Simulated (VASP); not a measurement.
# ZnO (P6_3mc) in VASP: dielectric tensor with PBE

Aim: the dielectric tensor of ZnO with PBE.

Program: VASP 6.6.1. These are calculated values, not measurements. Logs are shortened: lines on timing, memory, paths and dates and some standing lists are left out, and cuts for length are marked.

**1. The cell of the first run**

The structure is hexagonal, space group P6_3mc (No. 186). The conventional cell has a = 3.249 Å, b = 3.249 Å, c = 5.206 Å, α = 90.00°, β = 90.00°, γ = 120.00°. Zn (site symmetry 3m) has 4 O at 1.97 to 1.98 Å within 2.6 Å. O (site symmetry 3m) has 4 Zn at 1.97 to 1.98 Å within 2.6 Å.

**2. Dielectric tensor, PBE**

INCAR reads:

```
PREC = Accurate ; ENCUT = 520
EDIFF = 1E-8 ; ISMEAR = 0
SIGMA = 0.01 ; LREAL = F
LASPH = T ; NELM = 120
ALGO = Normal ; ISIF = 2
LWAVE = F ; LCHARG = F
GGA = PE ; LEPSILON = T
GGA_COMPAT = F
```

KPOINTS reads:

```
regular mesh
0
Gamma
  12 12 4
```

POSCAR reads:

```
ZnO
1.0
    3.2493080000      0.0000000000      0.0000000000
   -1.6246540000      2.8139832700      0.0000000000
    0.0000000000      0.0000000000      5.2057090000
Zn O
2 2
Direct
    0.3333333339      0.6666666679      0.5000000000
    0.6666666661      0.3333333321      0.0000000000
    0.6666666661      0.3333333321      0.3790100004
    0.3333333339      0.6666666679      0.8790100004
```

Potentials or basis: VASP PAW PBE potentials, release 64 (Zn, O).

Command:

```console
$ cat potpaw_PBE.64/Zn/POTCAR potpaw_PBE.64/O/POTCAR > POTCAR
$ mpirun -np 1 vasp_std > vasp.out
```

OUTCAR:

```text
PREC = Accurate
   ENCUT = 520
   EDIFF = 1E-8
   ISMEAR = 0
   LREAL = F
   LASPH = T
   NELM = 120
   ISIF = 2
   GGA = PE
   LEPSILON = T

 ion  position               nearest neighbor table
   1  0.333  0.667  0.500-   4 1.97   3 1.98   3 1.98   3 1.98
   2  0.667  0.333  0.000-   3 1.97   4 1.98   4 1.98   4 1.98
   3  0.667  0.333  0.379-   2 1.97   1 1.98   1 1.98   1 1.98
   4  0.333  0.667  0.879-   1 1.97   2 1.98   2 1.98   2 1.98

  LATTYP: Found a hexagonal cell.
 ALAT       =     3.2493080000
 C/A-ratio  =     1.6020977390

  Lattice vectors:

 A1 = (   3.2493080000,   0.0000000000,   0.0000000000)
 A2 = (  -1.6246540000,   2.8139832700,   0.0000000000)
 A3 = (   0.0000000000,   0.0000000000,   5.2057090000)

Analysis of symmetry for initial positions (statically):
=====================================================================
 Subroutine PRICEL returns:
 Original cell was already a primitive cell.

 Routine SETGRP: Setting up the symmetry group for a
 hexagonal supercell.

 Subroutine GETGRP returns: Found 12 space group operations
 (whereof  6 operations were pure point group operations)
 out of a pool of 24 trial point group operations.

The static configuration has the point symmetry C_3v.
 The point group associated with its full space group is C_6v.

Analysis of symmetry for dynamics (positions and initial velocities):
=====================================================================
 Subroutine PRICEL returns:
 Original cell was already a primitive cell.

 Routine SETGRP: Setting up the symmetry group for a
 hexagonal supercell.

 Subroutine GETGRP returns: Found 12 space group operations
 (whereof  6 operations were pure point group operations)
 out of a pool of 24 trial point group operations.

The dynamic configuration has the point symmetry C_3v.
 The point group associated with its full space group is C_6v.

 Subroutine INISYM returns: Found 12 space group operations
 (whereof  6 operations are pure point group operations),
 and found     1 'primitive' translations

----------------------------------------------------------------------------------------

                                     Primitive cell

  volume of cell :      47.5984

  direct lattice vectors                    reciprocal lattice vectors
     3.249308000  0.000000000  0.000000000     0.307757836  0.177684070  0.000000000
[... 763 lines left out ...]
     -0.00000      1.87599      4.57587         0.000000      0.000000      0.074442
 -----------------------------------------------------------------------------------
    total drift:                               -0.000000     -0.000004     -0.000263

  FREE ENERGIE OF THE ION-ELECTRON SYSTEM (eV)
  ---------------------------------------------------
  free  energy   TOTEN  =       -17.8220318067 eV

  energy  without entropy=      -17.8220318067  energy(sigma->0) =      -17.82203181

 HEAD OF MICROSCOPIC STATIC DIELECTRIC TENSOR (INDEPENDENT PARTICLE, excluding Hartree and local field effects)
 ------------------------------------------------------
           5.678499     0.000000     0.000000
           0.000000     5.678499     0.000000
           0.000000     0.000000     5.838593
 ------------------------------------------------------

 Free energy of the ion-electron system (eV)
  ---------------------------------------------------
  ---------------------------------------------------
  free energy    TOTEN  =        -0.63499138 eV

  energy without entropy =       -0.63499138

------------------------ aborting loop because EDIFF is reached ----------------------------------------

--------------------------------------- Ionic step        2  -------------------------------------------

------------------------ aborting loop because EDIFF is reached ----------------------------------------

--------------------------------------- Ionic step        3  -------------------------------------------

 Free energy of the ion-electron system (eV)
  ---------------------------------------------------
  ---------------------------------------------------
  free energy    TOTEN  =        -0.65801379 eV

  energy without entropy =       -0.65801379

------------------------ aborting loop because EDIFF is reached ----------------------------------------

 PIEZOELECTRIC TENSOR FIELD DIRECTION 3  (e Angst)
 -----------------------------------------------------------------------------
     1.14524  0.00000  0.00000           (  0.04429  0.00000  0.00000)
     0.00000  1.14524  0.00000           (  0.00000  0.04429  0.00000)
     0.00000  0.00000 -2.31194           (  0.00000  0.00000 -0.11949)

 PIEZOELECTRIC TENSOR FIELD DIRECTION 3  (C/m^2)
 -----------------------------------------------------------------------------
     0.38549  0.00000  0.00000
     0.00000  0.38549  0.00000
     0.00000  0.00000 -0.77821

 MACROSCOPIC STATIC DIELECTRIC TENSOR (including local field effects in DFT)
 ------------------------------------------------------
           5.576225    -0.000000     0.000000
          -0.000000     5.576225     0.000000
          -0.000000     0.000000     5.753049
 ------------------------------------------------------

 PIEZOELECTRIC TENSOR (including local field effects)  for field in x, y, z        (e  Angst)
          XX          YY          ZZ          XY          YZ          ZX
  --------------------------------------------------------------------------------
  x     0.00000     0.00000     0.00000     0.00000     0.00000     1.20741
  y     0.00000    -0.00000    -0.00000     0.00000     1.20741     0.00000
  z     1.14524     1.14524    -2.31194     0.00000     0.00000     0.00000

 PIEZOELECTRIC TENSOR (including local field effects)  for field in x, y, z        (C/m^2)
          XX          YY          ZZ          XY          YZ          ZX
  --------------------------------------------------------------------------------
  x     0.00000     0.00000     0.00000     0.00000     0.00000     0.40642
  y     0.00000    -0.00000    -0.00000     0.00000     0.40642     0.00000
  z     0.38549     0.38549    -0.77821     0.00000     0.00000     0.00000

 BORN EFFECTIVE CHARGES (including local field effects) (in |e|, cummulative output)
 ---------------------------------------------------------------------------------
 ion    1
    1     2.12318     0.00000     0.00000
    2     0.00000     2.12318     0.00000
    3     0.00000     0.00000     2.18622
 ion    2
    1     2.12318     0.00000     0.00000
    2     0.00000     2.12318    -0.00000
    3     0.00000    -0.00000     2.18622
 ion    3
    1    -2.12318     0.00000     0.00000
    2     0.00000    -2.12318    -0.00000
    3     0.00000     0.00000    -2.18622
 ion    4
    1    -2.12318     0.00000     0.00000
    2     0.00000    -2.12318     0.00000
    3     0.00000     0.00000    -2.18622
```

OSZICAR:

```text
N       E                     dE             d eps       ncg     rms          rms(c)
DAV:   1     0.292451597058E+03    0.29245E+03   -0.18894E+04  2516   0.238E+03
DAV:   2     0.977946001234E+01   -0.28267E+03   -0.27076E+03  2706   0.445E+02
DAV:   3    -0.204830025406E+02   -0.30262E+02   -0.30054E+02  2898   0.155E+02
[... 12 lines left out ...]
RMM:   6    -0.657813362915E+00   -0.13344E-02   -0.33069E-05  4245   0.454E-02    0.725E-03
RMM:   7    -0.657921881105E+00   -0.10852E-03   -0.14041E-06  4088   0.910E-03    0.189E-03
RMM:   8    -0.658013103339E+00   -0.91222E-04   -0.16897E-07  4232   0.358E-03    0.376E-04
RMM:   9    -0.658010886689E+00    0.22166E-05   -0.62146E-08  4259   0.779E-04    0.158E-04
RMM:  10    -0.658013277289E+00   -0.23906E-05   -0.35573E-08  3783   0.372E-04    0.261E-05
RMM:  11    -0.658013790576E+00   -0.51329E-06    0.83475E-09  1786   0.565E-05    0.905E-06
```

Wall time 12 min (1 thread of Oxide Virtual Turin-like, shared host); peak memory 0.44 GiB.

What came out:

* Band gap on the k mesh: 0.79 eV
* Electronic dielectric tensor (diagonal): 5.58, 5.58, 5.75
* Born charges (mean of the diagonal): Zn +2.14; O -2.14 e

Electronic dielectric tensor:
```
5.58 0.00 0.00
0.00 5.58 0.00
0.00 0.00 5.75
```

Born effective charge tensors (e):
atom 1, Zn
```
2.12 0.00 0.00
0.00 2.12 0.00
0.00 0.00 2.19
```
atom 2, Zn
```
2.12 0.00 0.00
0.00 2.12 0.00
0.00 0.00 2.19
```
atom 3, O
```
-2.12  0.00  0.00
 0.00 -2.12  0.00
 0.00  0.00 -2.19
```
atom 4, O
```
-2.12  0.00  0.00
 0.00 -2.12  0.00
 0.00  0.00 -2.19
```

Caveat: semilocal functionals underestimate gaps, and a narrow one can read as zero.
